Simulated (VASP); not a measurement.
# RbSi6 (Im-3m) in VASP: single point with PBE

Aim: the single point of RbSi6 with PBE.

All numbers are computed with VASP 6.6.1; they aren't measurements. Logs are shortened: lines on timing, memory, paths and dates and some standing lists are left out, and cuts for length are marked.

### Step 1. The cell of the first run

The structure is cubic, space group Im-3m (No. 229). The conventional cell has a = 6.804 Å, b = 6.804 Å, c = 6.804 Å, α = 90.00°, β = 90.00°, γ = 90.00°. Within 5.0 Å of Rb (site symmetry m-3m) lie 24 Si at 3.80 Å. Within 3.2 Å of Si (site symmetry -4m2) lie 4 Si at 2.41 Å.

### Step 2. Single point, PBE

POSCAR reads:

```
RbSi6
1.0
   -3.4018481016      3.4018481016      3.4018481016
    3.4018481016     -3.4018481016      3.4018481016
    3.4018481016      3.4018481016     -3.4018481016
Rb Si
1 6
Direct
    0.0000000000      0.0000000000      0.0000000000
    0.7500000000      0.2500000000      0.5000000000
    0.2500000000      0.7500000000      0.5000000000
    0.5000000000      0.2500000000      0.7500000000
    0.7500000000      0.5000000000      0.2500000000
    0.5000000000      0.7500000000      0.2500000000
    0.2500000000      0.5000000000      0.7500000000
```

INCAR.step1 reads:

```
SYSTEM = RbSi6
  PREC = Accurate
  ENCUT = 520
  EDIFF = 1E-6
  ISMEAR = 0
  SIGMA = 0.1
  LREAL = .FALSE.
  LASPH = .TRUE.
  NELM = 100
  ALGO = Normal
  ISIF = 2
  LWAVE = .FALSE.
  LCHARG = .TRUE.
  GGA = PE
  NBANDS = 26
```

KPOINTS.step1 reads:

```
Automatic mesh
0
G
  8 8 8
  0 0 0
```

INCAR.step2 reads:

```
SYSTEM = RbSi6
  PREC = Accurate
  ENCUT = 520
  EDIFF = 1E-6
  ISMEAR = -5
  SIGMA = 0.1
  LREAL = .FALSE.
  LASPH = .TRUE.
  NELM = 100
  ALGO = Normal
  ISIF = 2
  LWAVE = .FALSE.
  LCHARG = .FALSE.
  GGA = PE
  LORBIT = 10
  NBANDS = 26
  NEDOS = 2001
  ICHARG = 11
```

KPOINTS.step2 reads:

```
Automatic mesh
0
G
  12 12 12
  0 0 0
```

Potentials or basis: VASP PAW PBE potentials, release 64 (Rb_sv, Si).

Launch:

```bash
> cat potpaw_PBE.64/Rb_sv/POTCAR potpaw_PBE.64/Si/POTCAR > POTCAR
> cp INCAR.step1 INCAR
> cp KPOINTS.step1 KPOINTS
> mpirun -np 1 vasp_std > vasp.out
> cp INCAR.step2 INCAR
> cp KPOINTS.step2 KPOINTS
> mpirun -np 1 vasp_std > vasp.out
```

OUTCAR:

```text
SYSTEM = RbSi6
   PREC = Accurate
   ENCUT = 520
   EDIFF = 1E-6
   ISMEAR = -5
   LREAL = .FALSE.
   LASPH = .TRUE.
   NELM = 100
   ISIF = 2
   GGA = PE
   LORBIT = 10
   ICHARG = 11

 ion  position               nearest neighbor table
   1  0.000  0.000  0.000-   2 3.80   3 3.80   2 3.80   3 3.80   4 3.80   7 3.80   2 3.80   3 3.80
                             4 3.80   5 3.80   6 3.80   7 3.80   2 3.80   3 3.80   5 3.80   7 3.80
   2  0.750  0.250  0.500-   4 2.41   5 2.41   7 2.41   6 2.41   1 3.80   1 3.80   1 3.80   1 3.80

   3  0.250  0.750  0.500-   4 2.41   6 2.41   7 2.41   5 2.41   1 3.80   1 3.80   1 3.80   1 3.80

   4  0.500  0.250  0.750-   2 2.41   5 2.41   7 2.41   3 2.41   1 3.80   1 3.80   1 3.80   1 3.80

   5  0.750  0.500  0.250-   2 2.41   3 2.41   6 2.41   4 2.41   1 3.80   1 3.80   1 3.80   1 3.80

   6  0.500  0.750  0.250-   2 2.41   3 2.41   5 2.41   7 2.41   1 3.80   1 3.80   1 3.80   1 3.80

   7  0.250  0.500  0.750-   3 2.41   4 2.41   6 2.41   2 2.41   1 3.80   1 3.80   1 3.80   1 3.80

  LATTYP: Found a body centered cubic cell.
 ALAT       =     6.8036962032

  Lattice vectors:

 A1 = (  -3.4018481016,   3.4018481016,   3.4018481016)
 A2 = (   3.4018481016,  -3.4018481016,   3.4018481016)
 A3 = (   3.4018481016,   3.4018481016,  -3.4018481016)

Analysis of symmetry for initial positions (statically):
=====================================================================
 Subroutine PRICEL returns:
 Original cell was already a primitive cell.

 Routine SETGRP: Setting up the symmetry group for a
 body centered cubic supercell.

 Subroutine GETGRP returns: Found 48 space group operations
 (whereof 48 operations were pure point group operations)
 out of a pool of 48 trial point group operations.

The static configuration has the point symmetry O_h .

Analysis of symmetry for dynamics (positions and initial velocities):
=====================================================================
 Subroutine PRICEL returns:
 Original cell was already a primitive cell.

 Routine SETGRP: Setting up the symmetry group for a
 body centered cubic supercell.

 Subroutine GETGRP returns: Found 48 space group operations
 (whereof 48 operations were pure point group operations)
 out of a pool of 48 trial point group operations.

The dynamic configuration has the point symmetry O_h .

 Subroutine INISYM returns: Found 48 space group operations
 (whereof 48 operations are pure point group operations),
 and found     1 'primitive' translations

----------------------------------------------------------------------------------------

                                     Primitive cell

  volume of cell :     157.4725

  direct lattice vectors                    reciprocal lattice vectors
    -3.401848102  3.401848102  3.401848102     0.000000000  0.146978932  0.146978932
     3.401848102 -3.401848102  3.401848102     0.146978932  0.000000000  0.146978932
     3.401848102  3.401848102 -3.401848102     0.146978932  0.146978932  0.000000000

  length of vectors
     5.892173752  5.892173752  5.892173752     0.207859599  0.207859599  0.207859599

  position of ions in fractional coordinates (direct lattice)
     0.000000000  0.000000000  0.000000000
     0.750000000  0.250000000  0.500000000
     0.250000000  0.750000000  0.500000000
     0.500000000  0.250000000  0.750000000
     0.750000000  0.500000000  0.250000000
     0.500000000  0.750000000  0.250000000
     0.250000000  0.500000000  0.750000000

  ion indices of the primitive-cell ions
   primitive index   ion index
                 1           1
                 2           2
                 3           3
                 4           4
                 5           5
                 6           6
                 7           7

----------------------------------------------------------------------------------------

 KPOINTS: Automatic mesh

Automatic generation of k-mesh.
 Grid dimensions read from file:
 generate k-points for:   12   12   12

 Generating k-lattice:

  Cartesian coordinates                     Fractional coordinates (reciprocal lattice)
     0.000000000  0.012248244  0.012248244     0.083333333  0.000000000  0.000000000
     0.012248244  0.000000000  0.012248244     0.000000000  0.083333333  0.000000000
     0.012248244  0.012248244  0.000000000     0.000000000  0.000000000  0.083333333

  Length of vectors
     0.017321633  0.017321633  0.017321633

  Shift w.r.t. Gamma in fractional coordinates (k-lattice)
     0.000000000  0.000000000  0.000000000

 TETIRR: Found   1910 inequivalent tetrahedra from    10368

 Subroutine IBZKPT returns following result:
 ===========================================

 Found     72 irreducible k-points:

 Following reciprocal coordinates:
            Coordinates               Weight
  0.000000  0.000000  0.000000      1.000000
  0.083333  0.000000  0.000000     12.000000
  0.166667  0.000000  0.000000     12.000000
  0.250000  0.000000  0.000000     12.000000
  0.333333  0.000000  0.000000     12.000000
  0.416667  0.000000  0.000000     12.000000
[... 16 lines left out ...]
  0.333333  0.083333  0.083333     24.000000
  0.416667  0.083333  0.083333     12.000000
 [... further k-points ...]
   k-points           NKPTS =     72   k-points in BZ     NKDIM =     72   number of bands    NBANDS=     26
   number of dos      NEDOS =   2001   number of ions     NIONS =      7
   total plane-waves  NPLWV = 110592
   dimension x,y,z NGX =    48 NGY =   48 NGZ =   48
   dimension x,y,z NGXF=    96 NGYF=   96 NGZF=   96
   ions per type =               1   6
   NGX,Y,Z   is equivalent  to a cutoff of  13.54, 13.54, 13.54 a.u.
   NGXF,Y,Z  is equivalent  to a cutoff of  27.09, 27.09, 27.09 a.u.
 SYSTEM =  RbSi6
   PREC   = accura    normal or accurate (medium, high low for compatibility)
   ISTART =      0    job   : 0-new  1-cont  2-samecut
   ICHARG =     11    charge: 1-file 2-atom 10-const
   ISPIN  =      1    spin polarized calculation?
   LNONCOLLINEAR =      F non collinear calculations
   LSORBIT =      F    spin-orbit coupling
   LASPH  =      T    aspherical Exc in radial PAW
   ENCUT  =  520.0 eV  38.22 Ry    6.18 a.u.  10.96 10.96 10.96*2*pi/ulx,y,z
   NELM   =    100;   NELMIN=  2; NELMDL=  0     # of ELM steps
   EDIFF  = 0.1E-05   stopping-criterion for ELM
   LREAL  =      F    real-space projection
   EDIFFG = 0.1E-04   stopping-criterion for IOM
   NSW    =      0    number of steps for IOM
   IBRION =     -1    ionic relax: 0-MD 1-quasi-New 2-CG
   NFREE  =      0    steps in history (QN), initial steepest desc. (CG)
   ISIF   =      2    stress and relaxation
   ISYM   =      2    0-nonsym 1-usesym 2-fastsym
   POTIM  = 0.5000    time-step for ionic-motion
   TEBEG  =    0.0;   TEEND  =   0.0 temperature during run
   PSTRESS=    0.0 pullay stress
   NELECT =      33.0000    total number of electrons
   NUPDOWN=      -1.0000    fix difference up-down
   EMIN   =  10.00;   EMAX   =-10.00  energy-range for DOS
   EFERMI =   0.00;   METHOD = LEGACY
   ISMEAR =    -5;   SIGMA  =   0.10  broadening in eV -4-tet -1-fermi 0-gaus
   EFERMI_NEDOS =   21; number of points for ismear=-14 and -15
   IALGO  =     38    algorithm
   IMIX   =      4    mixing-type and parameters
     AMIX     =   0.40;   BMIX     =  1.00
     AMIX_MAG =   1.60;   BMIX_MAG =  1.00
  volume/ion in A,a.u.               =      22.50       151.81
  Fermi-wavevector in a.u.,A,eV,Ry     =   0.972399  1.837568 12.865126  0.945560
  Thomas-Fermi vector in A             =   2.102694
   LORBIT       =     10    0 simple, 1 ext, 2 COOP (PROOUT), +10 PAW based schemes
   GGA     = PE    functional components
   LHFCALC =     F    Hartree Fock is set to
   AEXX    =    0.0000 exact exchange contribution
   IVDW    =     0    specifies the selected vdW correction
   LEPSILON=     F    determine dielectric tensor
   LRPA    =     F    only Hartree local field effects (RPA)
 non-spin polarized calculation
 Fermi weights with tetrahedron method with Bloechl corrections
  energy-cutoff  :      520.00
  volume of cell :      157.47
 maximum number of plane-waves:      4276
 NGX is ok and might be reduce to    48

 number of electron      33.0000002 magnetization

 Free energy of the ion-electron system (eV)
  ---------------------------------------------------
  ext. energy  EPLUGINS =         0.00000000
  ---------------------------------------------------
  free energy    TOTEN  =       -33.31072706 eV

  energy without entropy =      -33.31072706  energy(sigma->0) =      -33.31072706

 E-fermi :   5.3876     XC(G=0):  -9.1364

 val. band max:        5.4259151034   @ k =  -0.4167  -0.4167   0.2500
 cond. band min:       5.3029049834   @ k =   0.5000   0.5000   0.3333
 fundamental gap:     -0.1230101200
 Fermi energy:         5.3875908694

 k-point     1 :       0.0000    0.0000    0.0000
  band No.  band energies     occupation
      1     -22.3997      2.00000
      2      -6.7031      2.00000
      3      -6.5620      2.00000
      4      -6.5620      2.00000
      5      -6.5620      2.00000
      6      -2.2668      2.00000
[... 18 lines left out ...]
     25      11.0234      0.00000
     26      11.1379      0.00000

 k-point     2 :       0.0833    0.0000    0.0000
  band No.  band energies     occupation
      1     -22.3996      2.00000
      2      -6.7522      2.00000
      3      -6.5632      2.00000
      4      -6.5628      2.00000
      5      -6.4771      2.00000
      6      -2.8568      2.00000
[... 18 lines left out ...]
     25      10.7989      0.00000
     26      10.9349      0.00000

 k-point     3 :       0.1667    0.0000    0.0000
  band No.  band energies     occupation
      1     -22.3995      2.00000
      2      -6.8087      2.00000
      3      -6.5665      2.00000
      4      -6.5649      2.00000
      5      -6.3155      2.00000
      6      -3.4276      2.00000
[... 18 lines left out ...]
     25      10.1825      0.00000
     26      10.3016      0.00000

 k-point     4 :       0.2500    0.0000    0.0000
  band No.  band energies     occupation
      1     -22.3994      2.00000
      2      -6.8408      2.00000
      3      -6.5710      2.00000
      4      -6.5680      2.00000
      5      -6.1151      2.00000
      6      -3.9590      2.00000
[... 18 lines left out ...]
     25       9.6036      0.00000
     26      10.0401      0.00000
[... 496 lines left out ...]
      1     -22.3992      2.00000
      2      -6.8394      2.00000
      3      -6.5912      2.00000
      4      -6.5798      2.00000
      5      -5.8142      2.00000
      6      -4.4088      2.00000
[... 18 lines left out ...]
     25       9.6718      0.00000
     26      10.2318      0.00000

 k-point    23 :       0.3333    0.0833    0.0833
  band No.  band energies     occupation
      1     -22.3991      2.00000
      2      -6.8304      2.00000
      3      -6.6022      2.00000
      4      -6.5838      2.00000
      5      -5.5603      2.00000
      6      -4.8100      2.00000
[... 18 lines left out ...]
     25       9.9737      0.00000
     26      10.5437      0.00000

 k-point    24 :       0.4167    0.0833    0.0833
  band No.  band energies     occupation
      1     -22.3990      2.00000
      2      -6.8254      2.00000
      3      -6.6068      2.00000
      4      -6.5854      2.00000
      5      -5.3694      2.00000
      6      -5.0505      2.00000
[... 18 lines left out ...]
     25      10.0652      0.00000
     26      10.4477      0.00000

 [... further k-points ...]

------------------------ aborting loop because EDIFF is reached ----------------------------------------

  FORCE on cell =-STRESS in cart. coord.  units (eV):
  Direction    XX          YY          ZZ          XY          YZ          ZX
  --------------------------------------------------------------------------------------
  -------------------------------------------------------------------------------------
  Total       -0.0506682     -0.0506682     -0.0506682      0.0000000     -0.0000000      0.0000000
  in kB       -0.5155151     -0.5155151     -0.5155151      0.0000000     -0.0000000      0.0000000
  external PRESSURE =      -0.5155151 kB  Pullay stress =       0.0000000 kB

 VOLUME and BASIS-vectors are now :
 -----------------------------------------------------------------------------
  energy-cutoff  :      520.00
  volume of cell :      157.47
      direct lattice vectors                 reciprocal lattice vectors
    -3.401848102  3.401848102  3.401848102     0.000000000  0.146978932  0.146978932
     3.401848102 -3.401848102  3.401848102     0.146978932  0.000000000  0.146978932
     3.401848102  3.401848102 -3.401848102     0.146978932  0.146978932  0.000000000

 POSITION                                       TOTAL-FORCE (eV/Angst)
 -----------------------------------------------------------------------------------
      0.00000      0.00000      0.00000         0.000000     -0.000000      0.000000
      0.00000      3.40185      1.70092        -0.000000     -0.000000      0.000000
      3.40185      0.00000      1.70092        -0.000000      0.000000     -0.000000
      1.70092      3.40185      0.00000         0.000000     -0.000000      0.000000
      0.00000      1.70092      3.40185         0.000000     -0.000000     -0.000000
      1.70092      0.00000      3.40185         0.000000      0.000000     -0.000000
      3.40185      1.70092      0.00000         0.000000     -0.000000      0.000000
 -----------------------------------------------------------------------------------
    total drift:                               -0.000000     -0.000000     -0.000000

  FREE ENERGIE OF THE ION-ELECTRON SYSTEM (eV)
  ---------------------------------------------------
  free  energy   TOTEN  =       -33.3107270554 eV

  energy  without entropy=      -33.3107270554  energy(sigma->0) =      -33.31072706

 total charge

# of ion       s       p       d       tot
------------------------------------------
    1        1.946   5.337   0.032   7.314
    2        0.766   0.887   0.000   1.653
    3        0.766   0.887   0.000   1.653
    4        0.766   0.887   0.000   1.653
    5        0.766   0.887   0.000   1.653
    6        0.766   0.887   0.000   1.653
    7        0.766   0.887   0.000   1.653
--------------------------------------------------
tot          6.543  10.658   0.032  17.233
```

It took 8.1 min on 1 thread of Oxide Virtual Turin-like, shared host; peak memory 0.42 GiB.

Results:

```yaml
Valence_electrons_inside_the_program's_atomic_spheres: Rb 7.31; Si 1.65
```

Caveat: tetrahedron occupations give inexact forces and stress in metals.
